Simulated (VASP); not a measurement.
Input of a VASP 6.6.1 run:

The input INCAR:

```
ALGO = Normal
EDIFF = 1E-6
ENCUT = 520
GGA = PE
ISIF = 2
ISMEAR = 0
LASPH = T
LCHARG = F
LREAL = F
LWAVE = F
NBANDS = 31
NELM = 60
PREC = Accurate
SIGMA = 0.05
```

The input KPOINTS:

```
k-points
0
Gamma
  6 6 8
```

File POSCAR:

```
HfO2
1.0
    4.8812946518      0.0000000000      0.0000000000
    0.0000000000      4.8812946518      0.0000000000
    0.0000000000      0.0000000000      3.2380276120
Hf O
2 4
Direct
   -0.0999537446     -0.0999537446     -0.2130926856
    0.5000000000      0.5000000000      0.5000000000
    0.1948368017      0.8051631983      0.5000000000
    0.3051631983      0.3051631983      0.0000000000
    0.6948368017      0.6948368017      0.0000000000
    0.8051631983      0.1948368017      0.5000000000
```

Potentials or basis: VASP PAW PBE potentials, release 64 (Hf_pv, O).

Launch:

```bash
$ cat potpaw_PBE.64/Hf_pv/POTCAR potpaw_PBE.64/O/POTCAR > POTCAR
$ mpirun -np 1 vasp_std > vasp.out
```

Q: Estimate the largest force.

A: 24.403 eV/Å.

Q: What does it give for the pressure?

A: 45.0 GPa.

Q: Estimate the band gap on the k mesh.

A: 1.17 eV (least direct gap 1.25 eV).

Forces in eV/Å, atoms in the order of the input:
```
Hf   17.250  17.250  -0.624
Hf   -5.357  -5.357  -0.705
O     4.863  -3.236  -4.158
O     1.501   1.501  -0.106
O   -15.020 -15.020   9.752
O    -3.236   4.863  -4.158
```

Caveat: the cell differs from its parent crystal (atom 1 (Hf) moved by -0.690 Å along [1 1 0] and -0.690 Å along [0 0 1]); the stress differs along the axes, from 27 to 54 GPa; spin-orbit coupling is left out, which moves the levels of the heavy elements; forces of over 1 eV/Å act on the atoms, so gaps and moduli don't describe the material at rest. A k mesh can miss the band edges.
